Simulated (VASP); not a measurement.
Crystal: Al2Cu.

```
Cu Al
1.0
    -2.03034    2.03034    2.85109
     2.03034   -2.03034    2.85109
     2.03034    2.03034   -2.85109
Cu Al
1 2
Cartesian
  0.0000 0.0000 2.8511
  2.0303 0.0000 1.4255
  0.0000 2.0303 1.4255
```

Base run:

* Program: VASP 6.6.1
* Functional: r2SCAN
* Potentials or basis: VASP PAW PBE potentials, release 64 (Cu, Al)
* Cutoff: 520 eV
* k mesh: 9 × 9 × 9
* Occupations: fermi-dirac, width 0.05 eV
* Spin: no spin polarisation

Its results: pressure 0.2 GPa.

Question: The run is repeated on the same cell with these changes: functional from r2SCAN to PBEsol; dispersion from none to D3(BJ). What comes out?

Answer: Pressure -3.6 GPa.

Several settings changed at once, so the effect can't be laid on one alone.

Caveats: the PAW data sets were made with another functional, which shifts forces and pressure a little; three body term missing (some runs); pairwise dispersion overbinds metals, which lowers pressure and volume (some runs).
